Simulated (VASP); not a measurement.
# TiAl2 (Cmmm) in VASP: further runs

The runs below take TiAl2 through single point, with r2SCAN.

Everything below comes from runs of VASP 6.6.1. Logs are shortened: lines on timing, memory, paths and dates and some standing lists are left out, and cuts for length are marked.

**1. The cell of the first run**

The structure is orthorhombic, space group Cmmm (No. 65). The conventional cell has a = 3.948 Å, b = 12.175 Å, c = 4.030 Å, α = 90.00°, β = 90.00°, γ = 90.00°. Ti (site symmetry m2m) has 10 Al at 2.74 to 2.90 Å and 2 Ti at 3.02 Å within 3.6 Å. Within 3.6 Å of Al (site symmetry mmm) lie 4 Ti at 2.74 Å and 8 Al at 2.82 to 2.91 Å. Al (site symmetry m2m) has 6 Al at 2.72 to 2.91 Å and 6 Ti at 2.83 to 2.90 Å within 3.6 Å. Al (site symmetry mmm) has 4 Ti at 2.77 Å and 8 Al at 2.82 to 2.89 Å within 3.7 Å.

**2. Single point, r2SCAN**

Input file POSCAR:

```
TiAl2
1.0
    1.9741827692     -6.0873059632      0.0000000000
    1.9741827692      6.0873059632      0.0000000000
    0.0000000000      0.0000000000      4.0298385659
Ti Al
2 4
Direct
    0.6562460807      0.3437539193      0.0000000000
    0.3437539193      0.6562460807      0.0000000000
    0.0000000000      0.0000000000      0.0000000000
    0.8270721852      0.1729278148      0.5000000000
    0.1729278148      0.8270721852      0.5000000000
    0.5000000000      0.5000000000      0.5000000000
```

Input file INCAR.step1:

```
ALGO     = Normal         # electronic algorithm
EDIFF    = 1E-4           # SCF threshold, eV
ENCUT    = 520            # plane-wave cutoff, eV
GGA      = PE             # functional
ISMEAR   = 0              # smearing method
LASPH    = True           # aspherical terms in the spheres
LCHARG   = False          # write CHGCAR
LREAL    = False          # projectors in reciprocal space
LWAVE    = True           # write WAVECAR
NBANDS   = 27             # bands
NELM     = 60             # most SCF steps
PREC     = Accurate       # precision mode
SIGMA    = 0.1            # smearing width, eV
```

Input file INCAR.step2:

```
ALGO     = Normal         # electronic algorithm
EDIFF    = 1E-6           # SCF threshold, eV
ENCUT    = 520            # plane-wave cutoff, eV
ISIF     = 2              # what is computed and relaxed
ISMEAR   = 0              # smearing method
ISTART   = 1            
LASPH    = True           # aspherical terms in the spheres
LCHARG   = False          # write CHGCAR
LMIXTAU  = True         
LREAL    = False          # projectors in reciprocal space
LWAVE    = False          # write WAVECAR
METAGGA  = R2SCAN         # meta-GGA
NBANDS   = 27             # bands
NELM     = 60             # most SCF steps
PREC     = Accurate       # precision mode
SIGMA    = 0.1            # smearing width, eV
```

Input file KPOINTS:

```
k-points
0
Gamma
  10 10 10
```

Potentials or basis: VASP PAW PBE potentials, release 64 (Ti_sv, Al).

On the command line:

```sh
$ cat potpaw_PBE.64/Ti_sv/POTCAR potpaw_PBE.64/Al/POTCAR > POTCAR
$ cp INCAR.step1 INCAR
$ mpirun -np 1 vasp_std > vasp.out
$ cp INCAR.step2 INCAR
$ mpirun -np 1 vasp_std > vasp.out
```

OUTCAR:

```text
EDIFF = 1E-6
   ENCUT = 520
   ISIF = 2
   ISMEAR = 0
   ISTART = 1
   LASPH = True
   LREAL = False
   METAGGA = R2SCAN
   NELM = 60
   PREC = Accurate

 ion  position               nearest neighbor table
   1  0.656  0.344  0.000-   3 2.74   3 2.74   6 2.77   6 2.77   5 2.83   5 2.83   5 2.83   5 2.83
                             4 2.90   4 2.90
   2  0.344  0.656  0.000-   3 2.74   3 2.74   6 2.77   6 2.77   4 2.83   4 2.83   4 2.83   4 2.83
                             5 2.90   5 2.90
   3  0.000  0.000  0.000-   1 2.74   2 2.74   1 2.74   2 2.74   6 2.82   6 2.82   6 2.82   6 2.82
                             4 2.91   4 2.91   5 2.91   5 2.91
   4  0.827  0.173  0.500-   5 2.72   5 2.72   2 2.83   2 2.83   2 2.83   2 2.83   6 2.89   6 2.89
                             1 2.90   1 2.90   3 2.91   3 2.91
   5  0.173  0.827  0.500-   4 2.72   4 2.72   1 2.83   1 2.83   1 2.83   1 2.83   6 2.89   6 2.89
                             2 2.90   2 2.90   3 2.91   3 2.91
   6  0.500  0.500  0.500-   1 2.77   2 2.77   1 2.77   2 2.77   3 2.82   3 2.82   3 2.82   3 2.82
                             5 2.89   4 2.89   5 2.89   4 2.89

  LATTYP: Found a base centered orthorhombic cell.
 ALAT       =     3.9483655384
 B/A-ratio  =     3.0834561309
 C/A-ratio  =     1.0206346213

  Lattice vectors:

 A1 = (   1.9741827692,  -6.0873059632,   0.0000000000)
 A2 = (   1.9741827692,   6.0873059632,   0.0000000000)
 A3 = (   0.0000000000,   0.0000000000,   4.0298385659)

Analysis of symmetry for initial positions (statically):
=====================================================================
 Subroutine PRICEL returns:
 Original cell was already a primitive cell.

 Routine SETGRP: Setting up the symmetry group for a
 base centered orthorhombic supercell.

 Subroutine GETGRP returns: Found  8 space group operations
 (whereof  8 operations were pure point group operations)
 out of a pool of  8 trial point group operations.

The static configuration has the point symmetry D_2h.

Analysis of symmetry for dynamics (positions and initial velocities):
=====================================================================
 Subroutine PRICEL returns:
 Original cell was already a primitive cell.

 Routine SETGRP: Setting up the symmetry group for a
 base centered orthorhombic supercell.

 Subroutine GETGRP returns: Found  8 space group operations
 (whereof  8 operations were pure point group operations)
 out of a pool of  8 trial point group operations.

The dynamic configuration has the point symmetry D_2h.

 Subroutine INISYM returns: Found  8 space group operations
 (whereof  8 operations are pure point group operations),
 and found     1 'primitive' translations

----------------------------------------------------------------------------------------

                                     Primitive cell

  volume of cell :      96.8568

  direct lattice vectors                    reciprocal lattice vectors
     1.974182769 -6.087305963  0.000000000     0.253269357 -0.082138142  0.000000000
     1.974182769  6.087305963  0.000000000     0.253269357  0.082138142  0.000000000
     0.000000000  0.000000000  4.029838566     0.000000000  0.000000000  0.248148898

  length of vectors
     6.399428998  6.399428998  4.029838566     0.266255594  0.266255594  0.248148898

  position of ions in fractional coordinates (direct lattice)
     0.656246081  0.343753919  0.000000000
     0.343753919  0.656246081  0.000000000
     0.000000000  0.000000000  0.000000000
     0.827072185  0.172927815  0.500000000
     0.172927815  0.827072185  0.500000000
     0.500000000  0.500000000  0.500000000

  ion indices of the primitive-cell ions
   primitive index   ion index
                 1           1
                 2           2
                 3           3
                 4           4
                 5           5
                 6           6

----------------------------------------------------------------------------------------

 KPOINTS: k-points

Automatic generation of k-mesh.
 Grid dimensions read from file:
 generate k-points for:   10   10   10

 Generating k-lattice:

  Cartesian coordinates                     Fractional coordinates (reciprocal lattice)
     0.025326936 -0.008213814  0.000000000     0.100000000  0.000000000  0.000000000
     0.025326936  0.008213814  0.000000000     0.000000000  0.100000000  0.000000000
     0.000000000  0.000000000  0.024814890     0.000000000  0.000000000  0.100000000

  Length of vectors
     0.026625559  0.026625559  0.024814890

  Shift w.r.t. Gamma in fractional coordinates (k-lattice)
     0.000000000  0.000000000  0.000000000

 Subroutine IBZKPT returns following result:
 ===========================================

 Found    186 irreducible k-points:

 Following reciprocal coordinates:
            Coordinates               Weight
  0.000000  0.000000  0.000000      1.000000
  0.100000  0.000000  0.000000      4.000000
  0.200000  0.000000  0.000000      4.000000
  0.300000  0.000000  0.000000      4.000000
  0.400000 -0.000000  0.000000      4.000000
  0.500000 -0.000000  0.000000      2.000000
[... 16 lines left out ...]
  0.300000  0.300000  0.000000      2.000000
  0.400000  0.300000  0.000000      4.000000
 [... further k-points ...]
   k-points           NKPTS =    186   k-points in BZ     NKDIM =    186   number of bands    NBANDS=     27
   number of dos      NEDOS =    301   number of ions     NIONS =      6
   total plane-waves  NPLWV =  69120
   dimension x,y,z NGX =    48 NGY =   48 NGZ =   30
   dimension x,y,z NGXF=    96 NGYF=   96 NGZF=   60
   ions per type =               2   4
   NGX,Y,Z   is equivalent  to a cutoff of  12.47, 12.47, 12.38 a.u.
   NGXF,Y,Z  is equivalent  to a cutoff of  24.94, 24.94, 24.75 a.u.
 SYSTEM =  unknown system
   PREC   = accura    normal or accurate (medium, high low for compatibility)
   ISTART =      1    job   : 0-new  1-cont  2-samecut
   ICHARG =      0    charge: 1-file 2-atom 10-const
   ISPIN  =      1    spin polarized calculation?
   LNONCOLLINEAR =      F non collinear calculations
   LSORBIT =      F    spin-orbit coupling
   LASPH  =      T    aspherical Exc in radial PAW
   ENCUT  =  520.0 eV  38.22 Ry    6.18 a.u.  11.90 11.90  7.49*2*pi/ulx,y,z
   NELM   =     60;   NELMIN=  2; NELMDL=  0     # of ELM steps
   EDIFF  = 0.1E-05   stopping-criterion for ELM
   LREAL  =      F    real-space projection
   EDIFFG = 0.1E-04   stopping-criterion for IOM
   NSW    =      0    number of steps for IOM
   IBRION =     -1    ionic relax: 0-MD 1-quasi-New 2-CG
   NFREE  =      0    steps in history (QN), initial steepest desc. (CG)
   ISIF   =      2    stress and relaxation
   ISYM   =      2    0-nonsym 1-usesym 2-fastsym
   POTIM  = 0.5000    time-step for ionic-motion
   TEBEG  =    0.0;   TEEND  =   0.0 temperature during run
   PSTRESS=    0.0 pullay stress
   NELECT =      36.0000    total number of electrons
   NUPDOWN=      -1.0000    fix difference up-down
   EMIN   =  10.00;   EMAX   =-10.00  energy-range for DOS
   EFERMI =   0.00;   METHOD = LEGACY
   ISMEAR =     0;   SIGMA  =   0.10  broadening in eV -4-tet -1-fermi 0-gaus
   EFERMI_NEDOS =   21; number of points for ismear=-14 and -15
   IALGO  =     38    algorithm
   IMIX   =      4    mixing-type and parameters
     AMIX     =   0.40;   BMIX     =  1.00
     AMIX_MAG =   1.60;   BMIX_MAG =  1.00
  volume/ion in A,a.u.               =      16.14       108.94
  Fermi-wavevector in a.u.,A,eV,Ry     =   1.177061  2.224323 18.850498  1.385472
  Thomas-Fermi vector in A             =   2.313414
   LORBIT       =      0    0 simple, 1 ext, 2 COOP (PROOUT), +10 PAW based schemes
   METAGGA = R2SCAN    functional components
   LHFCALC =     F    Hartree Fock is set to
   AEXX    =    0.0000 exact exchange contribution
   IVDW    =     0    specifies the selected vdW correction
   LEPSILON=     F    determine dielectric tensor
   LRPA    =     F    only Hartree local field effects (RPA)
 non-spin polarized calculation
 Gauss-broadening in eV      SIGMA  =   0.10
  energy-cutoff  :      520.00
  volume of cell :       96.86
 maximum number of plane-waves:      2645
   NGX = 23   NGY = 23   NGZ = 15

 number of electron      36.0000002 magnetization

 Free energy of the ion-electron system (eV)
  ---------------------------------------------------
  ext. energy  EPLUGINS =         0.00000000
  ---------------------------------------------------
  free energy    TOTEN  =       -55.67173527 eV

  energy without entropy =      -55.65964367  energy(sigma->0) =      -55.66568947

 E-fermi :   8.3761     XC(G=0): -11.5607

 val. band max:        8.3666624144   @ k =  -0.4000   0.1000   0.5000
 cond. band min:       8.3783283413   @ k =   0.4000  -0.0000   0.3000
 fundamental gap:      0.0116659269
 Fermi energy:         8.3760737712

 k-point     1 :       0.0000    0.0000    0.0000
  band No.  band energies     occupation
      1     -50.7497      2.00000
      2     -50.7213      2.00000
      3     -26.0709      2.00000
      4     -26.0388      2.00000
      5     -26.0088      2.00000
      6     -25.9904      2.00000
[... 19 lines left out ...]
     26      12.1359      0.00000
     27      12.4281      0.00000

 k-point     2 :       0.1000    0.0000    0.0000
  band No.  band energies     occupation
      1     -50.7490      2.00000
      2     -50.7220      2.00000
      3     -26.0700      2.00000
      4     -26.0395      2.00000
      5     -26.0093      2.00000
      6     -25.9936      2.00000
[... 19 lines left out ...]
     26      12.4911      0.00000
     27      12.7099      0.00000

 k-point     3 :       0.2000    0.0000    0.0000
  band No.  band energies     occupation
      1     -50.7467      2.00000
      2     -50.7238      2.00000
      3     -26.0673      2.00000
      4     -26.0414      2.00000
      5     -26.0115      2.00000
      6     -26.0017      2.00000
[... 19 lines left out ...]
     26      12.5236      0.00000
     27      13.3611      0.00000

 k-point     4 :       0.3000    0.0000    0.0000
  band No.  band energies     occupation
      1     -50.7433      2.00000
      2     -50.7266      2.00000
      3     -26.0633      2.00000
      4     -26.0444      2.00000
      5     -26.0160      2.00000
      6     -26.0104      2.00000
[... 19 lines left out ...]
     26      12.1343      0.00000
     27      12.8359      0.00000
[... 516 lines left out ...]
      4     -26.0393      2.00000
      5     -26.0036      2.00000
      6     -25.9908      2.00000
[... 19 lines left out ...]
     26      11.9662      0.00000
     27      12.2425      0.00000

 k-point    23 :       0.3000    0.3000    0.0000
  band No.  band energies     occupation
      1     -50.7387      2.00000
      2     -50.7309      2.00000
      3     -26.0576      2.00000
      4     -26.0494      2.00000
      5     -26.0223      2.00000
      6     -26.0134      2.00000
[... 19 lines left out ...]
     26      11.5252      0.00000
     27      12.4053      0.00000

 k-point    24 :       0.4000    0.3000    0.0000
  band No.  band energies     occupation
      1     -50.7428      2.00000
      2     -50.7273      2.00000
      3     -26.0623      2.00000
      4     -26.0454      2.00000
      5     -26.0150      2.00000
      6     -26.0067      2.00000
[... 19 lines left out ...]
     26      11.6605      0.00000
     27      11.6914      0.00000

 [... further k-points ...]

------------------------ aborting loop because EDIFF is reached ----------------------------------------

  FORCE on cell =-STRESS in cart. coord.  units (eV):
  Direction    XX          YY          ZZ          XY          YZ          ZX
  --------------------------------------------------------------------------------------
  -------------------------------------------------------------------------------------
  Total       -1.8266368     -1.8133559     -1.8095871      0.0000000      0.0000000      0.0000000
  in kB      -30.2156993    -29.9960103    -29.9336688      0.0000000      0.0000000      0.0000000
  external PRESSURE =     -30.0484595 kB  Pullay stress =       0.0000000 kB

 VOLUME and BASIS-vectors are now :
 -----------------------------------------------------------------------------
  energy-cutoff  :      520.00
  volume of cell :       96.86
      direct lattice vectors                 reciprocal lattice vectors
     1.974182769 -6.087305963  0.000000000     0.253269357 -0.082138142  0.000000000
     1.974182769  6.087305963  0.000000000     0.253269357  0.082138142  0.000000000
     0.000000000  0.000000000  4.029838566     0.000000000  0.000000000  0.248148898

 POSITION                                       TOTAL-FORCE (eV/Angst)
 -----------------------------------------------------------------------------------
      1.97418     -1.90224      0.00000         0.000000      0.003057     -0.000000
      1.97418      1.90224      0.00000         0.000000     -0.003057      0.000000
      0.00000      0.00000      0.00000         0.000000      0.000000      0.000000
      1.97418     -3.98198      2.01492         0.000000     -0.006194      0.000000
      1.97418      3.98198      2.01492         0.000000      0.006194      0.000000
      1.97418      0.00000      2.01492        -0.000000      0.000000      0.000000
 -----------------------------------------------------------------------------------
    total drift:                                0.000000     -0.000000      0.000000

  FREE ENERGIE OF THE ION-ELECTRON SYSTEM (eV)
  ---------------------------------------------------
  free  energy   TOTEN  =       -55.6717352716 eV

  energy  without entropy=      -55.6596436697  energy(sigma->0) =      -55.66568947
```

Run time: 16 min. Hardware: 1 thread of Intel Xeon 6975P-C (Granite Rapids), shared host; peak memory 0.55 GiB.

What came out:

```yaml
Free_energy: -55.6717 eV
Pressure: -3.0 GPa
Largest_force: 0.006 eV/Å
Band_gap_on_the_k_mesh: zero (bands 18 and 19 overlap by 1.70 eV)
```

Forces on the atoms (eV/Å):
```
Ti   0.000  0.003  0.000
Ti   0.000 -0.003  0.000
Al   0.000  0.000  0.000
Al   0.000 -0.006  0.000
Al   0.000  0.006  0.000
Al   0.000  0.000  0.000
```

Levels at points of the mesh, in eV from the Fermi level:
```
           k point  band 15  band 16  band 17  band 18  band 19  band 20  band 21  band 22
(0.00, 0.00, 0.00)    -1.72    -0.82    -0.64    -0.43     0.41     0.58     0.80     1.06
(0.50, 0.00, 0.00)    -1.74    -1.32    -0.99    -0.33     0.88     1.22     1.39     1.67
(0.50, 0.50, 0.00)    -1.89    -1.35    -0.78    -0.66     0.27     1.19     1.20     1.25
(0.00, 0.00, 0.50)    -1.61    -0.86    -0.29     0.02     0.70     1.16     1.26     1.41
(0.50, 0.00, 0.50)    -2.72    -1.91    -1.57    -1.20    -0.65     1.39     1.42     1.43
(0.50, 0.50, 0.50)    -2.06    -0.92     0.11     0.88     1.05     1.44     1.61     1.72
```

Caveat: the cell stands under tension; the PAW data sets were made with another functional, which shifts forces and pressure a little.

(Part 1 of 2 ends here.)
